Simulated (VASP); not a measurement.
Set up this calculation in VASP 6.6.1, as the native input.

* Task: single point
* Functional: PBE
* Potentials or basis: VASP PAW PBE potentials, release 64 (Be, S)
* Cutoff: 520 eV
* k mesh: 8 × 8 × 8
* Occupations: gaussian, width 0.02 eV
* Spin: no spin polarisation
* Dipole correction: no
* Further INCAR settings: ALGO = Normal; EDIFF = 1e-07; NBANDS = 11

The structure of BeS lies in POSCAR:

```
BeS
1.0
    0.0000000000      2.4381650070      2.4381650070
    2.4381650070      0.0000000000      2.4381650070
    2.4381650070      2.4381650070      0.0000000000
Be S
1 1
Direct
    0.7500000000      0.7500000000      0.7500000000
    0.0000000000      0.0000000000      0.0000000000
```

These files were run (other wordings do the same):

INCAR

```
PREC = Accurate ; ENCUT = 520
EDIFF = 1E-7 ; ISMEAR = 0
SIGMA = 0.02 ; LREAL = False
LASPH = True ; NELM = 100
ALGO = Normal ; ISIF = 2
LWAVE = False ; LCHARG = False
GGA = PE ; NBANDS = 11
```

KPOINTS

```
regular mesh
0
Gamma
  8 8 8
```

Potentials or basis: VASP PAW PBE potentials, release 64 (Be, S).

Launch:

```bash
$ cat potpaw_PBE.64/Be/POTCAR potpaw_PBE.64/S/POTCAR > POTCAR
$ mpirun -np 1 vasp_std > vasp.out
```

Results of the run:

```
Pressure               : 0.0 GPa
Band gap on the k mesh : 3.15 eV, indirect (least direct gap 5.68 eV)
```

Run time: 10 s on 1 thread of Intel(R) Xeon(R) Platinum 8259CL CPU @ 2.50GHz (Skylake/Cascade Lake) (shared host), peak memory 0.15 GiB.
